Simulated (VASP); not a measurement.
The system is W.

```
CELL_PARAMETERS angstrom
0.00000 1.98856 1.98856
1.98856 0.00000 1.98856
1.98856 1.98856 0.00000
ATOMIC_POSITIONS crystal
W 0.00000 0.00000 0.00000
```

This cell differs from its parent crystal: volume scaled by 0.94.

Base run:

- Program: VASP 6.6.1
- Functional: PBE
- Potentials or basis: VASP PAW PBE potentials, release 64 (W_sv)
- Cutoff: 520 eV
- k mesh: 11 × 11 × 11
- Occupations: fermi-dirac, width 0.05 eV
- Spin: no spin polarisation

Its results: band gap on the k mesh zero (band 7 reaches 13.98 eV, above the bottom of band 8 at 10.47 eV); pressure 15.0 GPa.

Q: After a change of settings the same cell gave: band gap on the k mesh zero (band 7 reaches 13.99 eV, above the bottom of band 8 at 10.31 eV); pressure 1.7 GPa. Which change was it?
A. functional from PBE to PBEsol
B. further incar settings from ALGO = Normal; EDIFF = 1e-06; NBANDS = 13 to ALGO = Normal; EDIFF = 1e-07; NBANDS = 13
C. functional from PBE to r2SCAN; cutoff from 520 eV to 550 eV
D. functional from PBE to LDA; potentials or basis from VASP PAW PBE potentials, release 64 (W_sv) to VASP PAW LDA potentials, release 64 (W_sv)

A: D.

Caveats: spin-orbit coupling is left out, which moves the levels of the heavy elements.
